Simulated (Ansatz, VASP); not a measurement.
## GaSb in VASP and in Ansatz

```
CELL_PARAMETERS angstrom
0.00000 3.05900 3.05900
3.05900 0.00000 3.05900
3.05900 3.05900 0.00000
ATOMIC_POSITIONS crystal
Ga 0.00000 0.00000 0.00000
Sb 0.75000 0.75000 0.75000
```

Alike in both runs: task single point; functional r2SCAN; k mesh 6 × 6 × 6; occupations gaussian, width 0.1 eV; no spin polarisation.

```csv
,VASP,Ansatz
version,VASP 6.6.1,Ansatz 0.2.0
potentials or method,"VASP PAW PBE potentials, release 64 (Ga_d, Sb), cutoff 520 eV","scalar-relativistic, plane waves, PAW"
valence electrons in the cell,18,28
```

Ansatz gave:

* gap on the k mesh at the Fermi level (eV): 0.47
* least direct gap on the mesh (eV): 0.47
* pressure (GPa): 0.4

Task: What did VASP give for the same quantities?

Result: gap on the k mesh at the Fermi level (eV): 0.45; least direct gap on the mesh (eV): 0.45; pressure (GPa): 0.5.

VASP's potentials were made for PBE, not for r2SCAN. VASP's potentials hold 18 valence electrons a cell and Ansatz's 28, so a difference there can come from the potentials and not from the codes.

Neither program's run includes spin-orbit coupling.
